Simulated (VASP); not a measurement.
Set up this calculation in VASP 6.6.1, as the native input.

```
Task                               : single point
Functional                         : HSE06
Potentials or basis                : VASP PAW PBE potentials, release 64 (Li_sv)
Cutoff                             : 520 eV
k mesh                             : 6 × 6 × 6
Occupations                        : fermi-dirac, width 0.1 eV
Spin                               : no spin polarisation
Dipole correction                  : no
Grid for exact exchange (PRECFOCK) : Normal
Further INCAR settings             : ALGO = Normal; EDIFF = 1e-07; NBANDS = 8
Share of exact exchange            : 0.25
Screening parameter                : 0.2079 1/Å
```

The system is Li.

```
Li
1.0
    -1.67285    1.67285    1.67285
     1.67285   -1.67285    1.67285
     1.67285    1.67285   -1.67285
Li
1
Direct
  0.00000 0.00000 0.00000
```

One way to write it, as run:

POSCAR

```
Li
1.0
   -1.6728527811      1.6728527811      1.6728527811
    1.6728527811     -1.6728527811      1.6728527811
    1.6728527811      1.6728527811     -1.6728527811
Li
1
Direct
    0.0000000000      0.0000000000      0.0000000000
```

INCAR.step1

```
SYSTEM = Li
ALGO = Normal ; EDIFF = 1E-5
ENCUT = 520 ; GGA = PE
ISIF = 2 ; ISMEAR = -1
LASPH = .True. ; LCHARG = .False.
LREAL = .False. ; LWAVE = .True.
NBANDS = 8 ; NELM = 80
PREC = Accurate ; SIGMA = 0.1
```

INCAR.step2

```
SYSTEM = Li
ALGO = Normal ; EDIFF = 1E-7
ENCUT = 520 ; GGA = PE
HFSCREEN = 0.2079 ; ISIF = 2
ISMEAR = -1 ; ISTART = 1
LASPH = .True. ; LCHARG = .False.
LHFCALC = .True. ; LREAL = .False.
LWAVE = .False. ; NBANDS = 8
NELM = 80 ; PREC = Accurate
PRECFOCK = Normal ; SIGMA = 0.1
```

KPOINTS

```
k-points
0
Gamma
  6 6 6
  0 0 0
```

Potentials or basis: VASP PAW PBE potentials, release 64 (Li_sv).

The run is started by

```console
$ cat potpaw_PBE.64/Li_sv/POTCAR > POTCAR
$ cp INCAR.step1 INCAR
$ mpirun -np 1 vasp_std > vasp.out
$ cp INCAR.step2 INCAR
$ mpirun -np 1 vasp_std > vasp.out
```

It gave:

The band gap on the k mesh is zero (an odd number of electrons rules out a gap without spin polarisation).

Caveat: the k points lie up to 0.44 Å⁻¹ apart, too coarse for converged energies and pressures of a metal.

It took 42 s on 1 thread of Intel(R) Xeon(R) 6975P-C (Granite Rapids), on a shared host, peak memory 0.22 GiB.
